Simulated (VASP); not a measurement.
PbSe:

```xyz
2
Lattice="0.0000 3.0662 3.0662 3.0662 0.0000 3.0662 3.0662 3.0662 0.0000" Properties=species:S:1:pos:R:3 pbc="T T T"
Pb    3.0662    3.0662    3.0662
Se    0.0000    0.0000    0.0000
```

Base run:

- Program: VASP 6.6.1
- Functional: revPBE
- Dispersion: D4
- Potentials or basis: VASP PAW PBE potentials, release 64 (Pb_d, Se)
- Cutoff: 500 eV
- k mesh: 6 × 6 × 6
- Occupations: gaussian, width 0.05 eV
- Spin: no spin polarisation

Its results: band gap on the k mesh 0.37 eV, direct; pressure 0.0 GPa.

Problem. The run is repeated on the same cell with these changes: functional from revPBE to r2SCAN; dispersion from D4 to rVV10; cutoff from 500 eV to 550 eV. What comes out?

Solution. Band gap on the k mesh 0.56 eV, direct; pressure 0.4 GPa.

Several settings changed at once, so the effect can't be laid on one alone.

Caveats: the PAW data sets were made with another functional, which shifts forces and pressure a little; spin-orbit coupling is left out, which moves the levels of the heavy elements.

A k mesh can miss the band edges.
